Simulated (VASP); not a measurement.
# Hg (R-3m) in VASP: notebook

Hg is run at these levels: BLYP; tasks: single point.

Program: VASP 6.6.1. These are calculated values, not measurements. Logs are shortened: lines on timing, memory, paths and dates and some standing lists are left out, and cuts for length are marked.

## Step 1: The cell of the first run

Symmetry: R-3m, No. 166, trigonal system. The conventional cell has a = 6.229 Å, b = 6.229 Å, c = 11.411 Å, α = 90.00°, β = 90.00°, γ = 120.00°.

## Step 2: Single point, BLYP

The input, INCAR:

```
SYSTEM = Hg
AGGAC = 1.0 ; AGGAX = 1.0
ALDAC = 0.0 ; ALDAX = 1.0
ALGO = Normal ; EDIFF = 1E-7
ENCUT = 520 ; GGA = B5
ISIF = 2 ; ISMEAR = -1
LASPH = .True. ; LCHARG = .False.
LREAL = .False. ; LWAVE = .False.
NBANDS = 12 ; NELM = 80
PREC = Accurate ; SIGMA = 0.1
```

The input, KPOINTS:

```
k-points
0
Gamma
  11 11 11
  0 0 0
```

The input, POSCAR:

```
Hg
1.0
    3.1147292043      1.7982897445      3.8035046291
   -3.1147292043      1.7982897445      3.8035046291
    0.0000000000     -3.5965794891      3.8035046290
Hg
1
Direct
    0.0000000000      0.0000000000      0.0000000000
```

Potentials or basis: VASP PAW PBE potentials, release 64 (Hg).

Run with:

```sh
$ cat potpaw_PBE.64/Hg/POTCAR > POTCAR
$ mpirun -np 1 vasp_std > vasp.out
```

OUTCAR:

```text
SYSTEM = Hg
   EDIFF = 1E-7
   ENCUT = 520
   GGA = B5
   ISIF = 2
   ISMEAR = -1
   LASPH = .True.
   LREAL = .False.
   NELM = 80
   PREC = Accurate

 ion  position               nearest neighbor table
   1  0.000  0.000  0.000-

  LATTYP: Found a trigonal (rhomboedric) cell.
 ALAT       =     5.2346949753
 COS(alpha) =     0.2919110379

  Lattice vectors:

 A1 = (   3.1147292043,   1.7982897445,   3.8035046291)
 A2 = (  -3.1147292043,   1.7982897445,   3.8035046291)
 A3 = (   0.0000000000,  -3.5965794891,   3.8035046290)

Analysis of symmetry for initial positions (statically):
=====================================================================
 Subroutine PRICEL returns:
 Original cell was already a primitive cell.

 Routine SETGRP: Setting up the symmetry group for a
 trigonal (rhombohedral) supercell.

 Subroutine GETGRP returns: Found 12 space group operations
 (whereof 12 operations were pure point group operations)
 out of a pool of 12 trial point group operations.

The static configuration has the point symmetry D_3d.

Analysis of symmetry for dynamics (positions and initial velocities):
=====================================================================
 Subroutine PRICEL returns:
 Original cell was already a primitive cell.

 Routine SETGRP: Setting up the symmetry group for a
 trigonal (rhombohedral) supercell.

 Subroutine GETGRP returns: Found 12 space group operations
 (whereof 12 operations were pure point group operations)
 out of a pool of 12 trial point group operations.

The dynamic configuration has the point symmetry D_3d.

 Subroutine INISYM returns: Found 12 space group operations
 (whereof 12 operations are pure point group operations),
 and found     1 'primitive' translations

----------------------------------------------------------------------------------------

                                     Primitive cell

  volume of cell :     127.8248

  direct lattice vectors                    reciprocal lattice vectors
     3.114729204  1.798289744  3.803504629     0.160527599  0.092680652  0.087638472
    -3.114729204  1.798289744  3.803504629    -0.160527599  0.092680652  0.087638472
     0.000000000 -3.596579489  3.803504629     0.000000000 -0.185361305  0.087638472

  length of vectors
     5.234694975  5.234694975  5.234694975     0.205034912  0.205034912  0.205034912

  position of ions in fractional coordinates (direct lattice)
     0.000000000  0.000000000  0.000000000

  ion indices of the primitive-cell ions
   primitive index   ion index
                 1           1

----------------------------------------------------------------------------------------

 KPOINTS: k-points

Automatic generation of k-mesh.
 Grid dimensions read from file:
 generate k-points for:   11   11   11

 Generating k-lattice:

  Cartesian coordinates                     Fractional coordinates (reciprocal lattice)
     0.014593418  0.008425514  0.007967134     0.090909091  0.000000000  0.000000000
    -0.014593418  0.008425514  0.007967134     0.000000000  0.090909091  0.000000000
     0.000000000 -0.016851028  0.007967134     0.000000000  0.000000000  0.090909091

  Length of vectors
     0.018639537  0.018639537  0.018639537

  Shift w.r.t. Gamma in fractional coordinates (k-lattice)
     0.000000000  0.000000000  0.000000000

 Subroutine IBZKPT returns following result:
 ===========================================

 Found    146 irreducible k-points:

 Following reciprocal coordinates:
            Coordinates               Weight
  0.000000  0.000000  0.000000      1.000000
  0.090909  0.000000  0.000000      6.000000
  0.181818  0.000000  0.000000      6.000000
  0.272727 -0.000000  0.000000      6.000000
  0.363636  0.000000  0.000000      6.000000
  0.454545  0.000000  0.000000      6.000000
[... 16 lines left out ...]
 -0.272727  0.181818 -0.000000     12.000000
 -0.181818  0.181818  0.000000      6.000000
 [... further k-points ...]
   k-points           NKPTS =    146   k-points in BZ     NKDIM =    146   number of bands    NBANDS=     12
   number of dos      NEDOS =    301   number of ions     NIONS =      1
   total plane-waves  NPLWV =  64000
   dimension x,y,z NGX =    40 NGY =   40 NGZ =   40
   dimension x,y,z NGXF=    80 NGYF=   80 NGZF=   80
   ions per type =               1
   NGX,Y,Z   is equivalent  to a cutoff of  12.70, 12.70, 12.70 a.u.
   NGXF,Y,Z  is equivalent  to a cutoff of  25.41, 25.41, 25.41 a.u.
 SYSTEM =  Hg
   PREC   = accura    normal or accurate (medium, high low for compatibility)
   ISTART =      0    job   : 0-new  1-cont  2-samecut
   ICHARG =      2    charge: 1-file 2-atom 10-const
   ISPIN  =      1    spin polarized calculation?
   LNONCOLLINEAR =      F non collinear calculations
   LSORBIT =      F    spin-orbit coupling
   LASPH  =      T    aspherical Exc in radial PAW
   ENCUT  =  520.0 eV  38.22 Ry    6.18 a.u.   9.73  9.73  9.73*2*pi/ulx,y,z
   NELM   =     80;   NELMIN=  2; NELMDL= -5     # of ELM steps
   EDIFF  = 0.1E-06   stopping-criterion for ELM
   LREAL  =      F    real-space projection
   EDIFFG = 0.1E-05   stopping-criterion for IOM
   NSW    =      0    number of steps for IOM
   IBRION =     -1    ionic relax: 0-MD 1-quasi-New 2-CG
   NFREE  =      0    steps in history (QN), initial steepest desc. (CG)
   ISIF   =      2    stress and relaxation
   ISYM   =      2    0-nonsym 1-usesym 2-fastsym
   POTIM  = 0.5000    time-step for ionic-motion
   TEBEG  =    0.0;   TEEND  =   0.0 temperature during run
   PSTRESS=    0.0 pullay stress
   NELECT =      12.0000    total number of electrons
   NUPDOWN=      -1.0000    fix difference up-down
   EMIN   =  10.00;   EMAX   =-10.00  energy-range for DOS
   EFERMI =   0.00;   METHOD = LEGACY
   ISMEAR =    -1;   SIGMA  =   0.10  broadening in eV -4-tet -1-fermi 0-gaus
   EFERMI_NEDOS =   21; number of points for ismear=-14 and -15
   IALGO  =     38    algorithm
   IMIX   =      4    mixing-type and parameters
     AMIX     =   0.40;   BMIX     =  1.00
     AMIX_MAG =   1.60;   BMIX_MAG =  1.00
  volume/ion in A,a.u.               =     127.82       862.60
  Fermi-wavevector in a.u.,A,eV,Ry     =   0.744041  1.406034  7.532144  0.553597
  Thomas-Fermi vector in A             =   1.839299
   LORBIT       =      0    0 simple, 1 ext, 2 COOP (PROOUT), +10 PAW based schemes
   GGA     = B5    functional components
   LHFCALC =     F    Hartree Fock is set to
   AEXX    =    0.0000 exact exchange contribution
   IVDW    =     0    specifies the selected vdW correction
   LEPSILON=     F    determine dielectric tensor
   LRPA    =     F    only Hartree local field effects (RPA)
 non-spin polarized calculation
  energy-cutoff  :      520.00
  volume of cell :      127.82
 maximum number of plane-waves:      3473
   NGX = 19   NGY = 19   NGZ = 19

 number of electron      11.9999999 magnetization

 Free energy of the ion-electron system (eV)
  ---------------------------------------------------
  ext. energy  EPLUGINS =         0.00000000
  ---------------------------------------------------
  free energy    TOTEN  =        -0.01184896 eV

  energy without entropy =       -0.01184896  energy(sigma->0) =       -0.01184896

 E-fermi :  -3.0022     XC(G=0):  -3.7775

 val. band max:       -5.2074168316   @ k =  -0.4545   0.4545   0.4545
 cond. band min:      -0.8296519965   @ k =   0.4545   0.0000   0.0000
 fundamental gap:      4.3777648352
 Fermi energy:        -3.0022297190

 k-point     1 :       0.0000    0.0000    0.0000
  band No.  band energies     occupation
      1      -8.4479      2.00000
      2      -8.4479      2.00000
      3      -8.4241      2.00000
      4      -8.4229      2.00000
      5      -8.4229      2.00000
      6      -5.8817      2.00000
      7       1.5456      0.00000
      8       1.5456      0.00000
      9       2.1284      0.00000
     10       2.3580      0.00000
     11       4.9121      0.00000
     12       4.9121      0.00000

 k-point     2 :       0.0909    0.0000    0.0000
  band No.  band energies     occupation
      1      -8.4478      2.00000
      2      -8.4461      2.00000
      3      -8.4242      2.00000
      4      -8.4233      2.00000
      5      -8.4229      2.00000
      6      -5.8594      2.00000
      7       1.1374      0.00000
      8       1.5509      0.00000
      9       2.0342      0.00000
     10       2.7436      0.00000
     11       4.9670      0.00000
     12       5.1096      0.00000

 k-point     3 :       0.1818    0.0000    0.0000
  band No.  band energies     occupation
      1      -8.4476      2.00000
      2      -8.4416      2.00000
      3      -8.4242      2.00000
      4      -8.4241      2.00000
      5      -8.4231      2.00000
      6      -5.7969      2.00000
      7       0.4715      0.00000
      8       1.5662      0.00000
      9       1.9827      0.00000
     10       3.1659      0.00000
     11       5.1037      0.00000
     12       5.4250      0.00000

 k-point     4 :       0.2727   -0.0000    0.0000
  band No.  band energies     occupation
      1      -8.4475      2.00000
      2      -8.4375      2.00000
      3      -8.4253      2.00000
      4      -8.4232      2.00000
      5      -8.4222      2.00000
      6      -5.7090      2.00000
      7      -0.1337      0.00000
      8       1.5888      0.00000
      9       1.9488      0.00000
     10       3.4335      0.00000
     11       5.2005      0.00000
     12       5.5311      0.00000

 k-point     5 :       0.3636    0.0000    0.0000
  band No.  band energies     occupation
      1      -8.4476      2.00000
      2      -8.4359      2.00000
      3      -8.4262      2.00000
      4      -8.4233      2.00000
      5      -8.4185      2.00000
      6      -5.6209      2.00000
      7      -0.5864      0.00000
      8       1.6125      0.00000
      9       1.9329      0.00000
     10       3.5358      0.00000
     11       5.1310      0.00000
     12       5.7048      0.00000
[... 228 lines left out ...]
      1      -8.4444      2.00000
      2      -8.4331      2.00000
      3      -8.4276      2.00000
      4      -8.4240      2.00000
      5      -8.4158      2.00000
      6      -5.4958      2.00000
      7      -0.7020      0.00000
      8       0.8100      0.00000
      9       1.7703      0.00000
     10       4.2030      0.00000
     11       4.8063      0.00000
     12       5.7580      0.00000

 k-point    22 :      -0.3636    0.1818   -0.0000
  band No.  band energies     occupation
      1      -8.4441      2.00000
      2      -8.4322      2.00000
      3      -8.4270      2.00000
      4      -8.4242      2.00000
      5      -8.4193      2.00000
      6      -5.5339      2.00000
      7      -0.5456      0.00000
      8       0.6863      0.00000
      9       1.8126      0.00000
     10       4.2595      0.00000
     11       5.0413      0.00000
     12       5.8851      0.00000

 k-point    23 :      -0.2727    0.1818   -0.0000
  band No.  band energies     occupation
      1      -8.4438      2.00000
      2      -8.4333      2.00000
      3      -8.4259      2.00000
      4      -8.4242      2.00000
      5      -8.4232      2.00000
      6      -5.6100      2.00000
      7      -0.2137      0.00000
      8       0.6450      0.00000
      9       1.8461      0.00000
     10       4.2266      0.00000
     11       5.2273      0.00000
     12       5.6051      0.00000

 k-point    24 :      -0.1818    0.1818    0.0000
  band No.  band energies     occupation
      1      -8.4443      2.00000
      2      -8.4378      2.00000
      3      -8.4245      2.00000
      4      -8.4243      2.00000
      5      -8.4242      2.00000
      6      -5.6953      2.00000
      7       0.1361      0.00000
      8       0.8111      0.00000
      9       1.8654      0.00000
     10       3.9787      0.00000
     11       5.4586      0.00000
     12       5.5092      0.00000

 [... further k-points ...]

------------------------ aborting loop because EDIFF is reached ----------------------------------------

  FORCE on cell =-STRESS in cart. coord.  units (eV):
  Direction    XX          YY          ZZ          XY          YZ          ZX
  --------------------------------------------------------------------------------------
  -------------------------------------------------------------------------------------
  Total        0.0219645      0.0219645      0.0193790      0.0000000      0.0000000     -0.0000000
  in kB        0.2753065      0.2753065      0.2429000      0.0000000      0.0000000     -0.0000000
  external PRESSURE =       0.2645043 kB  Pullay stress =       0.0000000 kB

 VOLUME and BASIS-vectors are now :
 -----------------------------------------------------------------------------
  energy-cutoff  :      520.00
  volume of cell :      127.82
      direct lattice vectors                 reciprocal lattice vectors
     3.114729204  1.798289744  3.803504629     0.160527599  0.092680652  0.087638472
    -3.114729204  1.798289744  3.803504629    -0.160527599  0.092680652  0.087638472
     0.000000000 -3.596579489  3.803504629     0.000000000 -0.185361305  0.087638472

 POSITION                                       TOTAL-FORCE (eV/Angst)
 -----------------------------------------------------------------------------------
      0.00000      0.00000      0.00000         0.000000      0.000000      0.000000
 -----------------------------------------------------------------------------------
    total drift:                                0.000000     -0.000000     -0.000000

  FREE ENERGIE OF THE ION-ELECTRON SYSTEM (eV)
  ---------------------------------------------------
  free  energy   TOTEN  =        -0.0118489611 eV

  energy  without entropy=       -0.0118489608  energy(sigma->0) =       -0.01184896
```

Wall time 2.9 min (1 thread of Intel Xeon Platinum 8259CL at 2.50GHz (Skylake/Cascade Lake), shared host); peak memory 0.38 GiB.

What came out:

```
Free energy            : -0.0118 eV
Pressure               : 0.0 GPa
Band gap on the k mesh : 4.38 eV (least direct gap 4.72 eV)
```

Caveat: the PAW data sets were made with another functional, which shifts forces and pressure a little; spin-orbit coupling is left out, which moves the levels of the heavy elements; an odd mesh through Γ misses points on the zone boundary, where band edges can lie.

## Step 3: Single point, BLYP (138.05 Å³/atom)

This run uses another cell than the first one, of 138.05 Å³/atom.

The input, INCAR:

```
AGGAC = 1.0
AGGAX = 1.0
ALDAC = 0.0
ALDAX = 1.0
ALGO = Normal
EDIFF = 1E-6
ENCUT = 520
GGA = B5
ISIF = 2
ISMEAR = -1
LASPH = True
LCHARG = False
LREAL = False
LWAVE = False
NBANDS = 12
NELM = 60
PREC = Accurate
SIGMA = 0.1
```

The input, KPOINTS:

```
k-points
0
Gamma
  11 11 11
```

The input, POSCAR:

```
Hg
1.0
    3.1956672118      1.8450193250      3.9023408573
   -3.1956672118      1.8450193250      3.9023408573
    0.0000000000     -3.6900386500      3.9023408572
Hg
1
Direct
    0.0000000000      0.0000000000      0.0000000000
```

Potentials or basis: VASP PAW PBE potentials, release 64 (Hg).

Run with:

```sh
$ cat potpaw_PBE.64/Hg/POTCAR > POTCAR
$ mpirun -np 1 vasp_std > vasp.out
```

Wall time 2.3 min (1 thread of Intel Xeon Platinum 8259CL at 2.50GHz (Skylake/Cascade Lake), shared host); peak memory 0.4 GiB.

Results (log left out):

```yaml
Free_energy: -0.0147 eV
Pressure: 0.0 GPa
Band_gap_on_the_k_mesh: 4.49 eV (least direct gap 4.79 eV)
```

Levels at points of the mesh, in eV from the valence-band top:
```tsv
k point	band 4	band 5	band 6	band 7	band 8	band 9
(0.00, 0.00, 0.00)	-3.17	-3.17	-0.56	6.66	6.66	7.19
```

Caveat: the PAW data sets were made with another functional, which shifts forces and pressure a little; spin-orbit coupling is left out, which moves the levels of the heavy elements; an odd mesh through Γ misses points on the zone boundary, where band edges can lie.
